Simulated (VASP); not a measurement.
CO2: relaxation of the atoms with PBE+D3(BJ)

CO2:

```
C O
1.0
     5.76979    0.00000    0.00000
     0.00000    5.76979    0.00000
     0.00000    0.00000    5.76979
C O
4 8
Direct
  0.00000 0.00000 0.00000
  0.50000 0.00000 0.50000
  0.50000 0.50000 0.00000
  0.00000 0.50000 0.50000
  0.11812 0.11812 0.11812
  0.38188 0.88188 0.61812
  0.61812 0.38188 0.88188
  0.88188 0.61812 0.38188
  0.88188 0.88188 0.88188
  0.61812 0.11812 0.38188
  0.38188 0.61812 0.11812
  0.11812 0.38188 0.61812
```

This cell differs from its parent crystal: volume scaled by 1.03.

```yaml
Program: VASP 6.6.1
Task: relaxation of the atoms
Functional: PBE
Dispersion: D3(BJ)
Potentials_or_basis: VASP PAW PBE potentials, release 64 (C, O)
Cutoff: 520 eV
k_mesh: 4 × 4 × 4
Occupations: gaussian, width 0.02 eV
Spin: no spin polarisation
Dipole_correction: no
Further_INCAR_settings: ALGO = Normal; EDIFF = 1e-06; IBRION = 2; EDIFFG = -0.01; NSW = 50
```

```json
{
 "Energy gained by relaxing": "1.0 meV/atom",
 "Ionic steps": "3",
 "Pressure after relaxing": "-0.4 GPa",
 "Band gap on the k mesh": "6.65 eV, direct",
 "Dispersion energy per atom": "-0.063 eV"
}
```

The path:
| step | energy change (eV) | largest force (eV/Å) | pressure (GPa) |
| --- | --- | --- | --- |
| 1 | 0.0000 | 0.5398 | -1.76 |
| 2 | 0.1741 | 2.2956 | 5.40 |
| 3 | -0.0116 | 0.0013 | -0.38 |

Final structure:
```cif
data_structure
_symmetry_space_group_name_H-M 'P 1'
_symmetry_Int_Tables_number 1
_cell_length_a 5.7698
_cell_length_b 5.7698
_cell_length_c 5.7698
_cell_angle_alpha 90.000
_cell_angle_beta 90.000
_cell_angle_gamma 90.000
_cell_volume 192.08
loop_
_atom_site_label
_atom_site_type_symbol
_atom_site_fract_x
_atom_site_fract_y
_atom_site_fract_z
_atom_site_occupancy
C1 C 0.00000 0.00000 0.00000 1
C2 C 0.50000 0.00000 0.50000 1
C3 C 0.50000 0.50000 0.00000 1
C4 C 0.00000 0.50000 0.50000 1
O1 O 0.11759 0.11759 0.11759 1
O2 O 0.38241 0.88241 0.61759 1
O3 O 0.61759 0.38241 0.88241 1
O4 O 0.88241 0.61759 0.38241 1
O5 O 0.88241 0.88241 0.88241 1
O6 O 0.61759 0.11759 0.38241 1
O7 O 0.38241 0.61759 0.11759 1
O8 O 0.11759 0.38241 0.61759 1
```

Levels at points of the mesh, in eV from the valence-band top:
| k point | band 28 | band 29 | band 30 | band 31 | band 32 | band 33 | band 34 | band 35 | band 36 | band 37 |
| --- | --- | --- | --- | --- | --- | --- | --- | --- | --- | --- |
| (0.00, 0.00, 0.00) | -0.16 | -0.16 | -0.16 | 0.00 | 0.00 | 6.65 | 7.98 | 7.98 | 7.98 | 8.20 |
| (0.50, 0.00, 0.00) | -0.29 | -0.24 | -0.24 | -0.06 | -0.06 | 7.92 | 7.92 | 8.04 | 8.04 | 8.24 |
| (0.50, 0.50, 0.00) | -0.27 | -0.23 | -0.23 | -0.23 | -0.23 | 7.91 | 7.91 | 7.91 | 7.91 | 8.51 |
| (0.50, 0.50, 0.50) | -0.26 | -0.26 | -0.26 | -0.26 | -0.26 | 7.93 | 7.93 | 7.93 | 7.93 | 8.70 |

It took 6.5 min on 1 thread of AMD EPYC 7R13 (shared host), peak memory 0.33 GiB.

 A k mesh can miss the band edges.
